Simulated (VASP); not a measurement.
Input of a VASP 6.6.1 run:

File INCAR:

```
ALGO = Normal ; EDIFF = 1E-6
ENCUT = 520 ; GGA = PE
ISIF = 2 ; ISMEAR = -1
LASPH = True ; LCHARG = True
LELF = True ; LREAL = Auto
LVHAR = True ; LWAVE = False
NBANDS = 88 ; NELECT = 138.0
NELM = 60 ; PREC = Accurate
SIGMA = 0.02
```

File KPOINTS:

```
k-points
0
Gamma
  1 1 2
```

POSCAR

```
CuSi8O16
1.0
   -4.7460000000     -4.7460000000      0.0000000000
    4.7460000000     -4.7460000000      0.0000000000
    0.0000000000      0.0000000000      6.4450000000
Si O Cu
8 16 1
Direct
    0.1734091867      0.4879056047     -0.0236617533
    0.0089022335      0.1755267594      0.2705973623
    0.8034871471      0.5300779604      0.4908921645
    0.0118731563      0.8325642646      0.7404499612
    0.7143278550      0.0114201433     -0.0050892164
    0.5146228403      0.7005056890      0.1980294802
    0.3544353139      0.0061841551      0.5064391001
    0.5385377160      0.3013906448      0.7600155159
    0.3178992836      0.5488938053      0.1696043445
    0.9546038769      0.3056152550      0.4683010085
    0.6774968394      0.4890012642      0.6994103957
    0.0360935525      0.6619258323      0.9034134988
    0.9535503582      0.7310893384      0.5131419705
    0.6928782132      0.5637378845      0.2725989139
    0.0418668352      0.2994521702      0.0649806051
    0.3213864307      0.4241045091      0.7852288596
    0.8344289928     -0.0017277708      0.2289061288
    0.4748946481      0.8059313106      0.4249030256
    0.2276127265      0.9764959966      0.7166020171
    0.5981774126      0.2193742099      0.9893250582
    0.5223556679      0.1660345554      0.5624049651
    0.2292140750      0.0944058154      0.3152986811
    0.5563316477      0.8396017699     -0.0053219550
    0.8253792668      0.9811946903      0.7768657874
    0.1972503161      0.5439633375      0.4831497285
```

Potentials or basis: VASP PAW PBE potentials, release 64 (Si, O, Cu).

Command:

```sh
$ cat potpaw_PBE.64/Si/POTCAR potpaw_PBE.64/O/POTCAR potpaw_PBE.64/Cu/POTCAR > POTCAR
$ mpirun -np 1 vasp_std > vasp.out
```

Problem. What does it give for the largest force?

Solution. 4.474 eV/Å.

Forces in eV/Å, atoms in the order of the input:
```
Si  -3.019  1.460  0.876
Si  -0.777  2.001 -0.360
Si  -2.230  0.179 -0.489
Si   1.120 -3.318 -2.215
Si  -0.566 -1.811  2.642
Si   1.098  0.827  0.525
Si  -1.059  0.441 -0.839
Si   2.563 -0.948  1.467
O    0.360 -1.154  0.363
O    4.062 -1.165  1.472
O   -0.240 -1.371 -0.506
O    1.042  0.365  0.986
O   -0.810  0.836  0.435
O   -2.231 -0.012 -0.222
O    1.311 -1.300 -2.275
O    0.273  0.502 -0.320
O    0.448 -1.341 -2.090
O    1.451  0.232  0.053
O    0.397  3.343  0.488
O    0.999 -0.246 -0.924
O   -0.721 -0.303 -0.599
O   -0.965  0.496  0.001
O   -0.559  3.586  1.333
O   -1.056 -0.960  0.186
Cu  -0.890 -0.340  0.011
```

Caveat: the k points lie up to 0.94 Å⁻¹ apart, too coarse for converged energies, forces and pressures; the cell carries a net charge on a neutralising background, which shifts energy and pressure.
